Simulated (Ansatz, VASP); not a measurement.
## Two plane-wave programs on BAs

Contents of POSCAR:

```
BAs
1.0
    0.0000000000      2.1731462575      2.1731462575
    2.1731462575      0.0000000000      2.1731462575
    2.1731462575      2.1731462575      0.0000000000
B As
1 1
Direct
    0.0000000000      0.0000000000      0.0000000000
    0.2500000000      0.2500000000      0.2500000000
```

INCAR.step1

```
PREC = Accurate
ENCUT = 520
ISMEAR = -1
SIGMA = 0.1
LREAL = F
LASPH = T
NELM = 100
NBANDS = 11
GGA = PE
ALGO = Normal
EDIFF = 1E-4
LWAVE = T
LCHARG = F
```

Contents of INCAR.step2:

```
PREC = Accurate
ENCUT = 520
EDIFF = 1E-6
ISMEAR = -1
SIGMA = 0.1
LREAL = F
LASPH = T
NELM = 100
ALGO = Normal
ISIF = 2
LWAVE = F
LCHARG = F
METAGGA = R2SCAN
LMIXTAU = T
NBANDS = 11
ISTART = 1
```

The input KPOINTS:

```
Automatic mesh
0
Gamma
  15 15 15
```

Input for Ansatz:

```yaml
crystal:
  lattice:
    - [0.0, 2.1731462575, 2.1731462575]
    - [2.1731462575, 0.0, 2.1731462575]
    - [2.1731462575, 2.1731462575, 0.0]
  atoms:
    - { symbol: B, position: [0.0, 0.0, 0.0] }
    - { symbol: As, position: [0.25, 0.25, 0.25] }
kpoints:
  mp_grid: { grid: [15, 15, 15] }
scf:
  occupations: { method: fermi_dirac, width: 0.1 }
hamiltonian:
  xc: r2scan
  pseudopotentials: { kind: paw }
output:
  forces: true
  stress: true
  eigenvalues: true
  populations: true
```

Change from the starting cell: volume scaled by 0.75, PAW files.

Alike in both runs: task single point; functional r2SCAN; k mesh 15 × 15 × 15; occupations fermi-dirac, width 0.1 eV; no spin polarisation.

|  | VASP | Ansatz |
| --- | --- | --- |
| version | VASP 6.6.1 | Ansatz 0.2.0 |
| potentials or method | VASP PAW PBE potentials, release 64 (B, As) | PAW with Ansatz's default frozen-core files, scalar-relativistic |
| plane-wave cutoff (eV) | 520 | 500 |
| valence electrons in the cell | 8 | 18 |

VASP gave:

| Item | Value |
| --- | --- |
| pressure (GPa) | 73.5 |

Problem. Estimate Ansatz's values.

Solution. Pressure (GPa): 71.6.

VASP's potentials were made for PBE, not for r2SCAN. Both programs put the cell under a high pressure, so it lies far from rest at this level. VASP's potentials hold 8 valence electrons a cell and Ansatz's 18, so a difference there can come from the potentials and not from the codes.

Noted on VASP's run: the cell as given lies far from equilibrium.
